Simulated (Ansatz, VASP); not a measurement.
**Two plane-wave programs on BeTe2**

```xyz
3
Lattice="0.0000 3.3348 3.3348 3.3348 0.0000 3.3348 3.3348 3.3348 0.0000" Properties=species:S:1:pos:R:3 pbc="T T T"
Be    0.0000    0.0000    0.0000
Te    1.6674    1.6674    1.6674
Te    5.0022    5.0022    5.0022
```

Change from the starting cell: species swapped into the Be2C type (Fm-3m, No. 225).

Alike in both runs: functional PBE; k mesh 5 × 5 × 5; occupations gaussian, width 0.2 eV; no spin polarisation.

Ansatz relaxed the structure, and its values are those at the end. VASP's run is a single point on that final structure, the one shown.

|  | VASP | Ansatz |
| --- | --- | --- |
| version | VASP 6.6.1 | Ansatz 0.2.0 |
| potentials or method | VASP PAW PBE potentials, release 64 (Be, Te), cutoff 600 eV | scalar-relativistic, plane waves, PAW |
| valence electrons in the cell | 14 | 34 |

VASP gave:

* gap on the k mesh at the Fermi level (eV): none
* pressure (GPa): 0.4

**Question.** Estimate Ansatz's values.

**Answer.** gap on the k mesh at the Fermi level (eV): none; pressure (GPa): 0.5.

A gap of «none» marks a metal or a gap that the smearing closes. VASP's potentials hold 14 valence electrons a cell and Ansatz's 34, so a difference there can come from the potentials and not from the codes.

Neither program's run includes spin-orbit coupling.
